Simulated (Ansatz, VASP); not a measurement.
# InAs: VASP beside Ansatz

```
CELL_PARAMETERS angstrom
0.00000 2.95639 2.95639
2.95639 0.00000 2.95639
2.95639 2.95639 0.00000
ATOMIC_POSITIONS crystal
In 0.00000 0.00000 0.00000
As 0.75000 0.75000 0.75000
```

Alike in both runs: task single point; functional r2SCAN0; k mesh 4 × 4 × 4; occupations fermi-dirac, width 0.05 eV; no spin polarisation.

|  | VASP | Ansatz |
| --- | --- | --- |
| version | VASP 6.6.1 | Ansatz 0.2.0 |
| potentials or method | VASP PAW PBE potentials, release 64 (In_d, As) | Ansatz PAW |
| plane-wave cutoff (eV) | 520 | 500 |
| valence electrons in the cell | 18 | 28 |

VASP gave:

- gap on the k mesh at the Fermi level (eV): 1.95
- least direct gap on the mesh (eV): 1.95
- pressure (GPa): 5.7

What did Ansatz give for the same quantities?

gap on the k mesh at the Fermi level (eV): 1.88; least direct gap on the mesh (eV): 1.88; pressure (GPa): 6.1.

VASP's potentials were made for PBE, not for r2SCAN0. With one functional, cell and mesh, what is left measures potentials, basis and numerics. VASP's potentials hold 18 valence electrons a cell and Ansatz's 28, so a difference there can come from the potentials and not from the codes.

The k mesh is coarse, so the values compare programs but aren't converged.
